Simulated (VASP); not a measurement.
# CsPbCl3 (Pm-3m) in VASP: further runs

Aim: see how the results for CsPbCl3 move with the level of theory and the settings. Levels: PBEsol, LDA, PBE. Tasks: relaxation of cell and atoms.

Everything below comes from runs of VASP 6.6.1. Logs are shortened: lines on timing, memory, paths and dates and some standing lists are left out, and cuts for length are marked.

## 1. The cell of the first run

It takes space group Pm-3m (No. 221, cubic). Conventional cell: a = 5.733 Å, b = 5.733 Å, c = 5.733 Å, α = 90.00°, β = 90.00°, γ = 90.00°. Within 5.3 Å of Cs (site symmetry m-3m) lie 12 Cl at 4.05 Å and 8 Pb at 4.97 Å. Pb (site symmetry m-3m) has 6 Cl at 2.87 Å within 3.8 Å. Cl (site symmetry 4/mmm) has 2 Pb at 2.87 Å within 3.8 Å.

## 2. Relaxation of cell and atoms, PBEsol

The input, INCAR:

```
PREC     = Accurate       # precision mode
ENCUT    = 600            # plane-wave cutoff, eV
EDIFF    = 1E-6           # SCF threshold, eV
ISMEAR   = -1             # smearing method
SIGMA    = 0.02           # smearing width, eV
LREAL    = F              # projectors in reciprocal space
LASPH    = T              # aspherical terms in the spheres
NELM     = 80             # most SCF steps
ALGO     = Normal         # electronic algorithm
ISIF     = 3              # what is computed and relaxed
LWAVE    = F              # write WAVECAR
LCHARG   = F              # write CHGCAR
GGA      = PS             # functional
IBRION   = 2              # ionic algorithm
NSW      = 80             # ionic steps
EDIFFG   = -0.005         # ionic threshold
```

The input, KPOINTS:

```
Automatic mesh
0
Gamma
  4 4 4
```

The input, POSCAR:

```
CsPbCl3
1.0
    5.7331733935      0.0000000000      0.0000000000
    0.0000000000      5.7331733935      0.0000000000
    0.0000000000      0.0000000000      5.7331733935
Cs Pb Cl
1 1 3
Direct
    0.0000000000      0.0000000000      0.0000000000
    0.5000000000      0.5000000000      0.5000000000
    0.5000000000      0.5000000000      0.0000000000
    0.5000000000      0.0000000000      0.5000000000
    0.0000000000      0.5000000000      0.5000000000
```

Potentials or basis: VASP PAW PBE potentials, release 64 (Cs_sv, Pb_d, Cl).

Command:

```console
$ cat potpaw_PBE.64/Cs_sv/POTCAR potpaw_PBE.64/Pb_d/POTCAR potpaw_PBE.64/Cl/POTCAR > POTCAR
$ mpirun -np 1 vasp_std > vasp.out
```

OUTCAR:

```text
PREC = Accurate
   ENCUT = 600
   EDIFF = 1E-6
   ISMEAR = -1
   LREAL = F
   LASPH = T
   NELM = 80
   ISIF = 3
   GGA = PS
   IBRION = 2
   NSW = 80
   EDIFFG = -0.005

 ion  position               nearest neighbor table
   1  0.000  0.000  0.000-
   2  0.500  0.500  0.500-   3 2.87   4 2.87   5 2.87   3 2.87   4 2.87   5 2.87
   3  0.500  0.500  0.000-   2 2.87   2 2.87
   4  0.500  0.000  0.500-   2 2.87   2 2.87
   5  0.000  0.500  0.500-   2 2.87   2 2.87

  LATTYP: Found a simple cubic cell.
 ALAT       =     5.7331733935

  Lattice vectors:

 A1 = (   5.7331733935,   0.0000000000,   0.0000000000)
 A2 = (   0.0000000000,   5.7331733935,   0.0000000000)
 A3 = (   0.0000000000,   0.0000000000,   5.7331733935)

Analysis of symmetry for initial positions (statically):
=====================================================================
 Subroutine PRICEL returns:
 Original cell was already a primitive cell.

 Routine SETGRP: Setting up the symmetry group for a
 simple cubic supercell.

 Subroutine GETGRP returns: Found 48 space group operations
 (whereof 48 operations were pure point group operations)
 out of a pool of 48 trial point group operations.

The static configuration has the point symmetry O_h .

Analysis of symmetry for dynamics (positions and initial velocities):
=====================================================================
 Subroutine PRICEL returns:
 Original cell was already a primitive cell.

 Routine SETGRP: Setting up the symmetry group for a
 simple cubic supercell.

 Subroutine GETGRP returns: Found 48 space group operations
 (whereof 48 operations were pure point group operations)
 out of a pool of 48 trial point group operations.

The dynamic configuration has the point symmetry O_h .

 Subroutine INISYM returns: Found 48 space group operations
 (whereof 48 operations are pure point group operations),
 and found     1 'primitive' translations

----------------------------------------------------------------------------------------

                                     Primitive cell

  volume of cell :     188.4453

  direct lattice vectors                    reciprocal lattice vectors
     5.733173394  0.000000000  0.000000000     0.174423470  0.000000000  0.000000000
     0.000000000  5.733173394  0.000000000     0.000000000  0.174423470  0.000000000
     0.000000000  0.000000000  5.733173394     0.000000000  0.000000000  0.174423470

  length of vectors
[... 63 lines left out ...]
 SYSTEM =  unknown system
   PREC   = accura    normal or accurate (medium, high low for compatibility)
   ISTART =      0    job   : 0-new  1-cont  2-samecut
   ICHARG =      2    charge: 1-file 2-atom 10-const
   ISPIN  =      1    spin polarized calculation?
   LNONCOLLINEAR =      F non collinear calculations
   LSORBIT =      F    spin-orbit coupling
   LASPH  =      T    aspherical Exc in radial PAW
   ENCUT  =  600.0 eV  44.10 Ry    6.64 a.u.  11.45 11.45 11.45*2*pi/ulx,y,z
   NELM   =     80;   NELMIN=  2; NELMDL= -5     # of ELM steps
   EDIFF  = 0.1E-05   stopping-criterion for ELM
   LREAL  =      F    real-space projection
   EDIFFG = -.5E-02   stopping-criterion for IOM
   NSW    =     80    number of steps for IOM
   IBRION =      2    ionic relax: 0-MD 1-quasi-New 2-CG
   NFREE  =      1    steps in history (QN), initial steepest desc. (CG)
   ISIF   =      3    stress and relaxation
   ISYM   =      2    0-nonsym 1-usesym 2-fastsym
   POTIM  = 0.5000    time-step for ionic-motion
   TEBEG  =    0.0;   TEEND  =   0.0 temperature during run
   PSTRESS=    0.0 pullay stress
   NELECT =      44.0000    total number of electrons
   NUPDOWN=      -1.0000    fix difference up-down
   EMIN   =  10.00;   EMAX   =-10.00  energy-range for DOS
   EFERMI =   0.00;   METHOD = LEGACY
   ISMEAR =    -1;   SIGMA  =   0.02  broadening in eV -4-tet -1-fermi 0-gaus
   EFERMI_NEDOS =   21; number of points for ismear=-14 and -15
   IALGO  =     38    algorithm
   IMIX   =      4    mixing-type and parameters
     AMIX     =   0.40;   BMIX     =  1.00
     AMIX_MAG =   1.60;   BMIX_MAG =  1.00
  volume/ion in A,a.u.               =      37.69       254.34
  Fermi-wavevector in a.u.,A,eV,Ry     =   1.008085  1.905005 13.826732  1.016236
  Thomas-Fermi vector in A             =   2.140930
   LORBIT       =      0    0 simple, 1 ext, 2 COOP (PROOUT), +10 PAW based schemes
   GGA     = PS    functional components
   LHFCALC =     F    Hartree Fock is set to
   AEXX    =    0.0000 exact exchange contribution
   IVDW    =     0    specifies the selected vdW correction
   LEPSILON=     F    determine dielectric tensor
   LRPA    =     F    only Hartree local field effects (RPA)
 conjugate gradient relaxation of ions
 non-spin polarized calculation
  energy-cutoff  :      600.00
  volume of cell :      188.45
 maximum number of plane-waves:      6355
 NGX is ok and might be reduce to    48
   NGX = 23   NGY = 23   NGZ = 23

--------------------------------------- Ionic step        1  -------------------------------------------

 number of electron      44.0000012 magnetization

 Free energy of the ion-electron system (eV)
  ---------------------------------------------------
  ext. energy  EPLUGINS =         0.00000000
  ---------------------------------------------------
  free energy    TOTEN  =       -18.31827278 eV

  energy without entropy =      -18.31827278  energy(sigma->0) =      -18.31827278

------------------------ aborting loop because EDIFF is reached ----------------------------------------

  FORCE on cell =-STRESS in cart. coord.  units (eV):
  Direction    XX          YY          ZZ          XY          YZ          ZX
  --------------------------------------------------------------------------------------
  -------------------------------------------------------------------------------------
  Total       -1.4735040     -1.4735040     -1.4735040      0.0000000     -0.0000000      0.0000000
  in kB      -12.5278540    -12.5278540    -12.5278540      0.0000000     -0.0000000      0.0000000
  external PRESSURE =     -12.5278540 kB  Pullay stress =       0.0000000 kB
[... 65 lines left out ...]
--------------------------------------- Ionic step        3  -------------------------------------------

 number of electron      43.9999993 magnetization

 Free energy of the ion-electron system (eV)
  ---------------------------------------------------
  ext. energy  EPLUGINS =         0.00000000
  ---------------------------------------------------
  free energy    TOTEN  =       -18.36081331 eV

  energy without entropy =      -18.36081331  energy(sigma->0) =      -18.36081331

 E-fermi :   2.0459     XC(G=0):  -7.9580

 val. band max:        1.5708662108   @ k =   0.5000   0.5000   0.5000
 cond. band min:       3.4225688182   @ k =   0.5000   0.5000   0.5000
 fundamental gap:      1.8517026074
 Fermi energy:         2.0458615610

 k-point     1 :       0.0000    0.0000    0.0000
  band No.  band energies     occupation
      1     -19.7165      2.00000
      2     -15.1543      2.00000
      3     -15.1543      2.00000
      4     -14.9175      2.00000
      5     -14.9175      2.00000
      6     -14.9175      2.00000
[... 311 lines left out ...]
  FREE ENERGIE OF THE ION-ELECTRON SYSTEM (eV)
  ---------------------------------------------------
  free  energy   TOTEN  =       -18.3608133124 eV

  energy  without entropy=      -18.3608133124  energy(sigma->0) =      -18.36081331

 reached required accuracy - stopping structural energy minimisation
```

OSZICAR:

```text
N       E                     dE             d eps       ncg     rms          rms(c)
DAV:   1     0.436064692087E+03    0.43606E+03   -0.20850E+04   520   0.172E+03
DAV:   2     0.341524964821E+02   -0.40191E+03   -0.39378E+03   660   0.367E+02
DAV:   3    -0.167374913468E+02   -0.50890E+02   -0.50612E+02   614   0.136E+02
[... 25 lines left out ...]
DAV:   3    -0.183609682017E+02    0.86018E-02   -0.32836E-02   656   0.191E+00    0.222E-01
DAV:   4    -0.183608069611E+02    0.16124E-03   -0.11859E-03   774   0.297E-01    0.116E-01
DAV:   5    -0.183608017423E+02    0.52188E-05   -0.22018E-04   612   0.149E-01    0.314E-02
DAV:   6    -0.183608124026E+02   -0.10660E-04   -0.22412E-05   630   0.397E-02    0.600E-03
DAV:   7    -0.183608133124E+02   -0.90979E-06   -0.29847E-06   480   0.166E-02
   3 F= -.18360813E+02 E0= -.18360813E+02  d E =-.425405E-01
```

CONTCAR:

```text
CsPbCl3
   1.00000000000000
     5.6261294847304324   -0.0000000000000000    0.0000000000000000
     0.0000000000000000    5.6261294847304324    0.0000000000000000
    -0.0000000000000000   -0.0000000000000000    5.6261294847304324
  Cs              Pb              Cl
     1     1     3
Direct
     0.0000000000000000    0.0000000000000000    0.0000000000000000
     0.5000000000000000    0.5000000000000000    0.5000000000000000
     0.5000000000000000    0.5000000000000000    0.0000000000000000
     0.5000000000000000    0.0000000000000000    0.5000000000000000
     0.0000000000000000    0.5000000000000000    0.5000000000000000

  0.00000000E+00  0.00000000E+00  0.00000000E+00
  0.00000000E+00  0.00000000E+00  0.00000000E+00
  0.00000000E+00  0.00000000E+00  0.00000000E+00
  0.00000000E+00  0.00000000E+00  0.00000000E+00
  0.00000000E+00  0.00000000E+00  0.00000000E+00
```

Run time: 64 s. Hardware: 1 thread of Intel Xeon 6975P-C (Granite Rapids), shared host; peak memory 0.37 GiB.

What came out:

```
Free energy                            : -18.3608 eV
Relaxed volume                         : 35.62 Å³/atom
Relaxed cell                           : a = 5.626 Å, b = 5.626 Å, c = 5.626 Å, α = 90.00°, β = 90.00°, γ = 90.00°
Space group after relaxing (to 0.05 Å) : Pm-3m (No. 221)
Energy gained by relaxing              : 8.5 meV/atom
Ionic steps                            : 3
Pressure after relaxing                : 0.0 GPa
Band gap on the k mesh                 : 1.85 eV, direct
```

Step by step:
```
step  energy change (eV)  largest force (eV/Å)  pressure (GPa)  volume (Å³)
   1              0.0000                0.0000           -1.25       188.45
   2             -0.0400                0.0000           -0.33       180.52
   3             -0.0425                0.0000            0.01       178.09
```

Final structure:
```
Cs Pb Cl
1.0
     5.62613    0.00000    0.00000
     0.00000    5.62613    0.00000
     0.00000    0.00000    5.62613
Cs Pb Cl
1 1 3
Cartesian
  0.0000 0.0000 0.0000
  2.8131 2.8131 2.8131
  2.8131 2.8131 0.0000
  2.8131 0.0000 2.8131
  0.0000 2.8131 2.8131
```

Levels at points of the mesh, in eV from the valence-band top:
```tsv
k point	band 18	band 19	band 20	band 21	band 22	band 23	band 24	band 25	band 26
(0.00, 0.00, 0.00)	-2.55	-2.55	-2.44	-2.44	-2.44	3.27	4.29	4.29	5.18
(0.50, 0.00, 0.00)	-2.65	-2.65	-2.55	-2.55	-1.65	2.94	4.65	5.26	5.26
(0.50, 0.50, 0.00)	-2.74	-2.74	-2.68	-2.13	-0.80	2.44	2.44	4.86	5.37
(0.50, 0.50, 0.50)	-2.67	-2.12	-2.12	-2.12	0.00	1.85	1.85	1.85	5.05
```

Caveat: the PAW data sets were made with another functional, which shifts forces and pressure a little; spin-orbit coupling is left out, which moves the levels of the heavy elements.

## 3. Relaxation of cell and atoms, LDA

The input, INCAR:

```
SYSTEM = CsPbCl3
ALGO = Normal
EDIFF = 1E-6
EDIFFG = -0.005
ENCUT = 600
GGA = CA
IBRION = 2
ISIF = 3
ISMEAR = -1
LASPH = .True.
LCHARG = .False.
LREAL = .False.
LWAVE = .False.
NELM = 80
NSW = 80
PREC = Accurate
SIGMA = 0.02
```

The input, KPOINTS:

```
k-points
0
Gamma
  4 4 4
  0 0 0
```

POSCAR is that of step 2.

Potentials or basis: VASP PAW LDA potentials, release 64 (Cs_sv, Pb_d, Cl).

Command:

```console
$ cat potpaw_LDA.64/Cs_sv/POTCAR potpaw_LDA.64/Pb_d/POTCAR potpaw_LDA.64/Cl/POTCAR > POTCAR
$ mpirun -np 1 vasp_std > vasp.out
```

OUTCAR:

```text
SYSTEM = CsPbCl3
   EDIFF = 1E-6
   EDIFFG = -0.005
   ENCUT = 600
   GGA = CA
   IBRION = 2
   ISIF = 3
   ISMEAR = -1
   LASPH = .True.
   LREAL = .False.
   NELM = 80
   NSW = 80
   PREC = Accurate

 ion  position               nearest neighbor table
   1  0.000  0.000  0.000-
   2  0.500  0.500  0.500-   3 2.87   4 2.87   5 2.87   3 2.87   4 2.87   5 2.87
   3  0.500  0.500  0.000-   2 2.87   2 2.87
   4  0.500  0.000  0.500-   2 2.87   2 2.87
   5  0.000  0.500  0.500-   2 2.87   2 2.87

  LATTYP: Found a simple cubic cell.
 ALAT       =     5.7331733935

  Lattice vectors:

 A1 = (   5.7331733935,   0.0000000000,   0.0000000000)
[... 172 lines left out ...]

  FORCE on cell =-STRESS in cart. coord.  units (eV):
  Direction    XX          YY          ZZ          XY          YZ          ZX
  --------------------------------------------------------------------------------------
  -------------------------------------------------------------------------------------
  Total       -2.8984492     -2.8984492     -2.8984492     -0.0000000      0.0000000     -0.0000000
  in kB      -24.6428565    -24.6428565    -24.6428565     -0.0000000      0.0000000     -0.0000000
  external PRESSURE =     -24.6428565 kB  Pullay stress =       0.0000000 kB
[... 65 lines left out ...]
--------------------------------------- Ionic step        3  -------------------------------------------

 number of electron      43.9999998 magnetization

 Free energy of the ion-electron system (eV)
  ---------------------------------------------------
  ext. energy  EPLUGINS =         0.00000000
  ---------------------------------------------------
  free energy    TOTEN  =       -19.40134410 eV

  energy without entropy =      -19.40134410  energy(sigma->0) =      -19.40134410

 E-fermi :   2.5544     XC(G=0):  -8.4445

 val. band max:        2.0912998048   @ k =   0.5000   0.5000   0.5000
 cond. band min:       3.6183925545   @ k =   0.5000   0.5000   0.5000
 fundamental gap:      1.5270927496
 Fermi energy:         2.5544374705

 k-point     1 :       0.0000    0.0000    0.0000
  band No.  band energies     occupation
      1     -19.4024      2.00000
      2     -14.9288      2.00000
      3     -14.9288      2.00000
      4     -14.6183      2.00000
      5     -14.6183      2.00000
      6     -14.6183      2.00000
[... 311 lines left out ...]
  FREE ENERGIE OF THE ION-ELECTRON SYSTEM (eV)
  ---------------------------------------------------
  free  energy   TOTEN  =       -19.4013440959 eV

  energy  without entropy=      -19.4013440959  energy(sigma->0) =      -19.40134410

 reached required accuracy - stopping structural energy minimisation
```

It took 58 s on 1 thread of Intel Xeon 6975P-C (Granite Rapids), shared host; peak memory 0.3 GiB.

What came out:

- Free energy: -19.4013 eV
- Relaxed volume: 33.88 Å³/atom
- Relaxed cell: a = 5.533 Å, b = 5.533 Å, c = 5.533 Å, α = 90.00°, β = 90.00°, γ = 90.00°
- Space group after relaxing (to 0.05 Å): Pm-3m (No. 221)
- Energy gained by relaxing: 32.5 meV/atom
- Ionic steps: 3
- Pressure after relaxing: 0.0 GPa
- Band gap on the k mesh: 1.53 eV, direct

The path:
```tsv
step	energy change (eV)	largest force (eV/Å)	pressure (GPa)	volume (Å³)
1	0.0000	0.0000	-2.46	188.45
2	-0.1550	0.0000	-0.62	173.07
3	-0.1624	0.0000	-0.02	169.42
```

Final structure:
```
Cs Pb Cl
1.0
     5.53336    0.00000    0.00000
     0.00000    5.53336    0.00000
     0.00000    0.00000    5.53336
Cs Pb Cl
1 1 3
Cartesian
  0.0000 0.0000 0.0000
  2.7667 2.7667 2.7667
  2.7667 2.7667 0.0000
  2.7667 0.0000 2.7667
  0.0000 2.7667 2.7667
```

Caveat: spin-orbit coupling is left out, which moves the levels of the heavy elements. A hybrid or GW would open this gap; LDA tends to underestimate it.

(Part 1 of 2 ends here.)
